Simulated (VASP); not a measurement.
Set up this calculation in VASP 6.6.1, as the native input.

| Item | Value |
| --- | --- |
| Task | single point |
| Functional | PBEsol |
| Potentials or basis | VASP PAW PBE potentials, release 64 (B, As) |
| Cutoff | 500 eV |
| k mesh | 6 × 6 × 6 |
| Occupations | gaussian, width 0.02 eV |
| Spin | no spin polarisation |
| Dipole correction | no |
| Further INCAR settings | ALGO = Normal; EDIFF = 1e-06; NBANDS = 11 |

The structure of BAs (kn) lies in POSCAR:

```
BAs
1.0
    0.0000000000      2.3838665776      2.3838665776
    2.3838665776      0.0000000000      2.3838665776
    2.3838665776      2.3838665776      0.0000000000
B As
1 1
Direct
    0.0000000000      0.0000000000      0.0000000000
    0.2500000000      0.2500000000      0.2500000000
```

One way to write it, as run:

INCAR

```
SYSTEM = BAs
  PREC = Accurate
  ENCUT = 500
  EDIFF = 1E-6
  ISMEAR = 0
  SIGMA = 0.02
  LREAL = .FALSE.
  LASPH = .TRUE.
  NELM = 120
  ALGO = Normal
  ISIF = 2
  LWAVE = .FALSE.
  LCHARG = .FALSE.
  GGA = PS
  NBANDS = 11
  GGA_COMPAT = .FALSE.
```

KPOINTS

```
Automatic mesh
0
G
  6 6 6
  0 0 0
```

Potentials or basis: VASP PAW PBE potentials, release 64 (B, As).

Command:

```sh
$ cat potpaw_PBE.64/B/POTCAR potpaw_PBE.64/As/POTCAR > POTCAR
$ mpirun -np 1 vasp_std > vasp.out
```

Results of the run:

```yaml
Pressure: 0.9 GPa
Band_gap_on_the_k_mesh: 1.18 eV, indirect (least direct gap 3.24 eV)
```

Caveat: the PAW data sets were made with another functional, which shifts forces and pressure a little.

It took 10 s on 1 thread of Intel(R) Xeon(R) Platinum 8375C CPU @ 2.90GHz (Ice Lake) (shared host), peak memory 0.15 GiB.
